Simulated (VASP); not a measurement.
# H4C in VASP: a series of runs

The runs below take H4C through single point, relaxation of the atoms, with PBE+D3(BJ).

All numbers are computed with VASP 6.6.1; they aren't measurements. Logs are shortened: lines on timing, memory, paths and dates and some standing lists are left out, and cuts for length are marked.

**1. The cell of the first run**

The cell holds an amorphous packing of atoms, 40 atoms: a = 7.873 Å, b = 7.873 Å, c = 7.873 Å, α = 90.00°, β = 90.00°, γ = 90.00°.

**2. Single point, PBE+D3(BJ)**

INCAR reads:

```
SYSTEM = H4C
PREC = Accurate
ENCUT = 520
EDIFF = 1E-7
ISMEAR = -1
SIGMA = 0.05
LREAL = Auto
LASPH = .True.
NELM = 80
ALGO = Normal
ISIF = 2
LWAVE = .False.
LCHARG = .False.
GGA = PE
IVDW = 12
NBANDS = 58
```

KPOINTS reads:

```
regular mesh
0
Gamma
  1 1 1
  0 0 0
```

POSCAR reads:

```
H4C
1.0
    7.8729940000      0.0000000000      0.0000000000
    0.0000000000      7.8729940000      0.0000000000
    0.0000000000      0.0000000000      7.8729940000
H C
32 8
Direct
    0.1861426542      1.0431990676      0.5249337164
    0.2733013641      1.0228383255      0.5302430054
    0.0221897794     -0.1522800602      1.0560658372
    0.1109107920     -0.1376096565      1.0655539684
    0.7940054317      0.4303572440      0.4082944811
    0.7550367751      0.3954658164      0.4806557709
    0.4386387186      0.3138323235      0.5883403442
    0.5347012839      0.3657185564      0.6112160126
    1.1107337310      0.4082690778      0.5917824909
    0.9460441606      0.5509466919      0.6067704357
    1.0664684871      0.4965963393      0.7991241960
    0.8690340676      0.2147340643      0.6493971671
    1.0522426411      0.2205006126      0.7999371014
    0.8525854332      0.3216692404      0.8573104463
    0.5241462143     -0.2628860126      0.9773410217
    0.3120794961     -0.2697576043      0.9501467929
    0.4373304489     -0.2453196332      0.7637755090
    0.3288202684      0.0653499799      0.8740766219
    0.4195100365      0.0135145537      1.0969778460
    0.5604475248      0.0337609809      0.8916302997
    0.8457519465      1.0675227239      0.3121176010
    0.8460313827      0.8675860797      0.3220375882
    0.7032140505      0.9534111165      0.1649817084
    0.4891785768      0.9331773910      0.3333293535
    0.5688814192      0.9921638452      0.5367970559
    0.5283885648      1.1176688309      0.3710024420
    0.2629495209      0.7052844191      0.1676871594
    0.1303316121      0.5321736559      0.2383464283
    0.2557222830      0.6430844479      0.3934335527
    0.3947291208      0.4092089998      0.3991873994
    0.3505400868      0.3220248866      0.1873874158
    0.5214534648      0.4841614258      0.2137941424
    1.0115719636      0.4492826998      0.6729714261
    0.9347015887      0.2876542266      0.7564720613
    0.4254290045     -0.1968501437      0.9001022991
    0.4330753967     -0.0021211752      0.9486479985
    0.7604984838      0.9684244647      0.2888481815
    0.5887086920      0.9988449121      0.3973456604
    0.2518609820      0.5989208172      0.2627589961
    0.3920744764      0.4417633241      0.2645372269
```

Potentials or basis: VASP PAW PBE potentials, release 64 (H, C).

Started as:

```bash
$ cat potpaw_PBE.64/H/POTCAR potpaw_PBE.64/C/POTCAR > POTCAR
$ mpirun -np 1 vasp_gam > vasp.out
```

OUTCAR:

```text
SYSTEM = H4C
   PREC = Accurate
   ENCUT = 520
   EDIFF = 1E-7
   ISMEAR = -1
   LREAL = Auto
   LASPH = .True.
   NELM = 80
   ISIF = 2
   GGA = PE
   IVDW = 12
 IVDW          = 12

 ion  position               nearest neighbor table
   1  0.186  0.043  0.525-   2 0.71
   2  0.273  0.023  0.530-   1 0.71
   3  0.022  0.848  0.056-   4 0.71
   4  0.111  0.862  0.066-   3 0.71
   5  0.794  0.430  0.408-   6 0.70
   6  0.755  0.395  0.481-   5 0.70
[... 24 lines left out ...]
  31  0.351  0.322  0.187-  40 1.17
  32  0.521  0.484  0.214-  40 1.14
  33  0.012  0.449  0.673-   9 1.06  10 1.09  11 1.15  34 1.55
  34  0.935  0.288  0.756-  14 1.06  13 1.12  12 1.14  33 1.55
  35  0.425  0.803  0.900-  15 1.12  16 1.13  17 1.14  36 1.58
  36  0.433  0.998  0.949-  20 1.13  18 1.14  19 1.18  35 1.58
  37  0.760  0.968  0.289-  21 1.05  22 1.07  23 1.08  38 1.62
  38  0.589  0.999  0.397-  24 1.07  26 1.07  25 1.11  37 1.62
  39  0.252  0.599  0.263-  29 1.09  28 1.11  27 1.13  40 1.66
  40  0.392  0.442  0.265-  30 1.09  32 1.14  31 1.17  39 1.66

  LATTYP: Found a simple cubic cell.
 ALAT       =     7.8729940000

  Lattice vectors:

 A1 = (   7.8729940000,   0.0000000000,   0.0000000000)
 A2 = (   0.0000000000,   7.8729940000,   0.0000000000)
 A3 = (   0.0000000000,   0.0000000000,   7.8729940000)

Analysis of symmetry for initial positions (statically):
=====================================================================
 Subroutine PRICEL returns:
 Original cell was already a primitive cell.

 Routine SETGRP: Setting up the symmetry group for a
 simple cubic supercell.

 Subroutine GETGRP returns: Found  1 space group operations
 (whereof  1 operations were pure point group operations)
 out of a pool of 48 trial point group operations.

The static configuration has the point symmetry C_1 .

Analysis of symmetry for dynamics (positions and initial velocities):
=====================================================================
 Subroutine PRICEL returns:
 Original cell was already a primitive cell.

 Routine SETGRP: Setting up the symmetry group for a
 simple cubic supercell.

 Subroutine GETGRP returns: Found  1 space group operations
 (whereof  1 operations were pure point group operations)
 out of a pool of 48 trial point group operations.

The dynamic configuration has the point symmetry C_1 .

 Subroutine INISYM returns: Found  1 space group operations
 (whereof  1 operations are pure point group operations),
 and found     1 'primitive' translations

----------------------------------------------------------------------------------------

                                     Primitive cell

  volume of cell :     487.9999

  direct lattice vectors                    reciprocal lattice vectors
     7.872994000  0.000000000  0.000000000     0.127016482  0.000000000  0.000000000
     0.000000000  7.872994000  0.000000000     0.000000000  0.127016482  0.000000000
     0.000000000  0.000000000  7.872994000     0.000000000  0.000000000  0.127016482

  length of vectors
     7.872994000  7.872994000  7.872994000     0.127016482  0.127016482  0.127016482

  position of ions in fractional coordinates (direct lattice)
     0.186142654  0.043199068  0.524933716
     0.273301364  0.022838325  0.530243005
     0.022189779  0.847719940  0.056065837
     0.110910792  0.862390344  0.065553968
     0.794005432  0.430357244  0.408294481
     0.755036775  0.395465816  0.480655771
[... 32 lines left out ...]
     0.251860982  0.598920817  0.262758996
     0.392074476  0.441763324  0.264537227

  ion indices of the primitive-cell ions
   primitive index   ion index
                 1           1
                 2           2
                 3           3
                 4           4
                 5           5
                 6           6
[... 32 lines left out ...]
                39          39
                40          40

----------------------------------------------------------------------------------------

 KPOINTS: regular mesh

Automatic generation of k-mesh.
 Grid dimensions read from file:
 generate k-points for:    1    1    1

 Generating k-lattice:

  Cartesian coordinates                     Fractional coordinates (reciprocal lattice)
     0.127016482  0.000000000  0.000000000     1.000000000  0.000000000  0.000000000
     0.000000000  0.127016482  0.000000000     0.000000000  1.000000000  0.000000000
     0.000000000  0.000000000  0.127016482     0.000000000  0.000000000  1.000000000

  Length of vectors
     0.127016482  0.127016482  0.127016482

  Shift w.r.t. Gamma in fractional coordinates (k-lattice)
     0.000000000  0.000000000  0.000000000

 Subroutine IBZKPT returns following result:
 ===========================================

 Found      1 irreducible k-points:

 Following reciprocal coordinates:
            Coordinates               Weight
  0.000000  0.000000  0.000000      1.000000
   k-points           NKPTS =      1   k-points in BZ     NKDIM =      1   number of bands    NBANDS=     58
   number of dos      NEDOS =    301   number of ions     NIONS =     40
   total plane-waves  NPLWV = 216000
   dimension x,y,z NGX =    60 NGY =   60 NGZ =   60
   dimension x,y,z NGXF=   120 NGYF=  120 NGZF=  120
   ions per type =              32   8
   NGX,Y,Z   is equivalent  to a cutoff of  12.67, 12.67, 12.67 a.u.
   NGXF,Y,Z  is equivalent  to a cutoff of  25.34, 25.34, 25.34 a.u.
 SYSTEM =  H4C
   PREC   = accura    normal or accurate (medium, high low for compatibility)
   ISTART =      0    job   : 0-new  1-cont  2-samecut
   ICHARG =      2    charge: 1-file 2-atom 10-const
   ISPIN  =      1    spin polarized calculation?
   LNONCOLLINEAR =      F non collinear calculations
   LSORBIT =      F    spin-orbit coupling
   LASPH  =      T    aspherical Exc in radial PAW
   ENCUT  =  520.0 eV  38.22 Ry    6.18 a.u.  14.64 14.64 14.64*2*pi/ulx,y,z
   NELM   =     80;   NELMIN=  2; NELMDL= -5     # of ELM steps
   EDIFF  = 0.1E-06   stopping-criterion for ELM
   LREAL  =      T    real-space projection
   EDIFFG = 0.1E-05   stopping-criterion for IOM
   NSW    =      0    number of steps for IOM
   IBRION =     -1    ionic relax: 0-MD 1-quasi-New 2-CG
   NFREE  =      0    steps in history (QN), initial steepest desc. (CG)
   ISIF   =      2    stress and relaxation
   ISYM   =      2    0-nonsym 1-usesym 2-fastsym
   POTIM  = 0.5000    time-step for ionic-motion
   TEBEG  =    0.0;   TEEND  =   0.0 temperature during run
   PSTRESS=    0.0 pullay stress
   NELECT =      64.0000    total number of electrons
   NUPDOWN=      -1.0000    fix difference up-down
   EMIN   =  10.00;   EMAX   =-10.00  energy-range for DOS
   EFERMI =   0.00;   METHOD = LEGACY
   ISMEAR =    -1;   SIGMA  =   0.05  broadening in eV -4-tet -1-fermi 0-gaus
   EFERMI_NEDOS =   21; number of points for ismear=-14 and -15
   IALGO  =     38    algorithm
   IMIX   =      4    mixing-type and parameters
     AMIX     =   0.40;   BMIX     =  1.00
     AMIX_MAG =   1.60;   BMIX_MAG =  1.00
  volume/ion in A,a.u.               =      12.20        82.33
  Fermi-wavevector in a.u.,A,eV,Ry     =   0.831754  1.571787  9.412711  0.691815
  Thomas-Fermi vector in A             =   1.944694
   LORBIT       =      0    0 simple, 1 ext, 2 COOP (PROOUT), +10 PAW based schemes
   GGA     = PE    functional components
   LHFCALC =     F    Hartree Fock is set to
   AEXX    =    0.0000 exact exchange contribution
   IVDW    =    12    specifies the selected vdW correction
   LEPSILON=     F    determine dielectric tensor
   LRPA    =     F    only Hartree local field effects (RPA)
 non-spin polarized calculation
  energy-cutoff  :      520.00
  volume of cell :      488.00
 maximum number of plane-waves:      6603
 NGX is ok and might be reduce to    60
   NGX = 29   NGY = 29   NGZ = 29

 number of electron      63.9999999 magnetization

 Free energy of the ion-electron system (eV)
  ---------------------------------------------------
  ext. energy  EPLUGINS =         0.00000000
  ---------------------------------------------------
  free energy    TOTEN  =      -185.80483831 eV

  energy without entropy =     -185.80483831  energy(sigma->0) =     -185.80483831

 E-fermi :  -3.9735     XC(G=0):  -5.6150

 val. band max:       -5.2171926096   @ k =   0.0000   0.0000   0.0000
 cond. band min:       1.2852102009   @ k =   0.0000   0.0000   0.0000
 fundamental gap:      6.5024028105
 Fermi energy:        -3.9735247949

 k-point     1 :       0.0000    0.0000    0.0000
  band No.  band energies     occupation
      1     -16.5000      2.00000
      2     -16.3202      2.00000
      3     -16.0968      2.00000
      4     -15.7651      2.00000
      5     -13.5187      2.00000
      6     -12.8693      2.00000
[... 36 lines left out ...]
     43       3.7450      0.00000
     44       3.9140      0.00000
 [bands above 44 left out]

------------------------ aborting loop because EDIFF is reached ----------------------------------------

 Edisp (eV)   -1.15691

 E8    (eV) :    -0.2442

  FORCE on cell =-STRESS in cart. coord.  units (eV):
  Direction    XX          YY          ZZ          XY          YZ          ZX
  --------------------------------------------------------------------------------------
  -------------------------------------------------------------------------------------
  Total      -2.89391    -1.74659    -6.68319     1.55462    -2.87602     0.16976
  in kB      -9.50114    -5.73432   -21.94190     5.10404    -9.44242     0.55734
  external pressure =      -12.39 kB  Pullay stress =        0.00 kB

 VOLUME and BASIS-vectors are now :
 -----------------------------------------------------------------------------
  energy-cutoff  :      520.00
  volume of cell :      488.00
      direct lattice vectors                 reciprocal lattice vectors
     7.872994000  0.000000000  0.000000000     0.127016482  0.000000000  0.000000000
     0.000000000  7.872994000  0.000000000     0.000000000  0.127016482  0.000000000
     0.000000000  0.000000000  7.872994000     0.000000000  0.000000000  0.127016482

 POSITION                                       TOTAL-FORCE (eV/Angst)
 -----------------------------------------------------------------------------------
      1.46550      0.34011      4.13280        -1.735039      0.411414     -0.084811
      2.15170      0.17981      4.17460         1.646940     -0.400531      0.120613
      0.17470      6.67409      0.44141        -1.510625     -0.156443     -0.187090
      0.87320      6.78959      0.51611         1.278876      0.347969      0.081165
      6.25120      3.38820      3.21450         0.698439      0.679858     -1.629974
      5.94440      3.11350      3.78420        -0.854772     -0.750844      1.269649
[... 32 lines left out ...]
      1.98290      4.71530      2.06870         0.826493     -1.959191     -0.697871
      3.08680      3.47800      2.08270        -0.777399      0.900406     -1.775866
 -----------------------------------------------------------------------------------
    total drift:                                0.014311     -0.000395     -0.005177

  FREE ENERGIE OF THE ION-ELECTRON SYSTEM (eV)
  ---------------------------------------------------
  free  energy   TOTEN  =      -186.9617438673 eV

  energy  without entropy=     -186.9617438672  energy(sigma->0) =     -186.96174387
```

Run time: 37 s. Hardware: 1 thread of Intel Xeon 6975P-C (Granite Rapids), shared host; peak memory 0.46 GiB.

Results:

```yaml
Free_energy: -186.9617 eV
Pressure: -1.2 GPa
Largest_force: 3.361 eV/Å
Band_gap_on_the_k_mesh: 6.50 eV
Dispersion_energy_per_atom: -0.029 eV
```

Forces on the atoms (eV/Å):
```
H   -1.735  0.411 -0.085
H    1.647 -0.401  0.121
H   -1.511 -0.156 -0.187
H    1.279  0.348  0.081
H    0.698  0.680 -1.630
H   -0.855 -0.751  1.270
H    2.345  1.165  0.873
H   -2.273 -1.276 -0.261
H    1.185 -0.198 -0.746
H   -0.803 -0.116  0.270
H    0.241  0.701 -1.573
H    0.300  0.035  1.369
H   -0.957 -0.130  0.028
H   -0.898 -0.064  0.977
H    0.144  0.205 -0.532
H    0.330  0.937 -0.579
H    0.125  1.147  0.985
H    0.874 -0.216  0.954
H    0.295  0.029 -2.349
H   -0.920  0.470  0.973
H    0.806  2.134 -0.518
H   -0.368 -1.463  0.318
H    0.803  0.200 -0.747
H   -0.683 -1.753 -0.014
H    0.857 -0.624 -0.358
H    0.604  1.735 -0.347
H    0.343 -1.032  0.872
H   -0.005  0.513  0.189
H   -0.292  0.555  0.112
H    0.451 -0.219 -0.347
H    0.379  1.639  0.818
H   -1.100 -0.443  0.689
C    0.664  0.164  3.290
C    0.529 -0.332 -3.269
C   -0.377 -1.380  0.878
C   -0.344 -1.106 -0.817
C   -2.669 -0.084  1.895
C    0.841 -0.266 -0.131
C    0.826 -1.959 -0.698
C   -0.777  0.900 -1.776
```

Stress tensor (GPa, compression positive):
```
-0.95  0.51  0.06
 0.51 -0.57 -0.94
 0.06 -0.94 -2.19
```

Levels at points of the mesh, in eV from the valence-band top:
```
           k point  band 30  band 31  band 32  band 33  band 34  band 35
(0.00, 0.00, 0.00)    -0.32    -0.18     0.00     6.50     7.02     7.39
```

Caveat: the k points lie up to 0.80 Å⁻¹ apart.

[end of part 1 of 2]
